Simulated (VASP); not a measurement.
**Al3Au: single point with PBE**

Al3Au:

```
Au Al
1.0
    -2.06506    2.06506    4.13616
     2.06506   -2.06506    4.13616
     2.06506    2.06506   -4.13616
Au Al
1 3
Direct
  0.00000 0.00000 0.00000
  0.50000 0.50000 0.00000
  0.25000 0.75000 0.50000
  0.75000 0.25000 0.50000
```

```json
{"Program": "VASP 6.6.1", "Task": "single point", "Functional": "PBE", "Potentials or basis": "VASP PAW PBE potentials, release 64 (Au, Al)", "Cutoff": "520 eV", "k mesh": "9 × 9 × 9", "Occupations": "fermi-dirac, width 0.05 eV", "Spin": "no spin polarisation"}
```

| Quantity | Value |
| --- | --- |
| Pressure | -4.6 GPa |
| Band gap on the k mesh | zero (bands 10 and 11 overlap by 3.22 eV) |

Stress tensor (GPa, compression positive):
```
-4.48  0.00  0.00
 0.00 -4.48  0.00
 0.00  0.00 -4.78
```

Levels at points of the mesh, in eV from the Fermi level:
| k point | band 7 | band 8 | band 9 | band 10 | band 11 | band 12 | band 13 | band 14 |
| --- | --- | --- | --- | --- | --- | --- | --- | --- |
| (0.00, 0.00, 0.00) | -2.44 | 0.14 | 0.14 | 0.25 | 0.47 | 0.77 | 0.77 | 1.02 |

Wall time 2.4 min on 1 thread of Intel Xeon 8259CL, with other jobs on the host, peak memory 0.29 GiB.

Caveat: the cell stands under tension; spin-orbit coupling is left out, which moves the levels of the heavy elements.
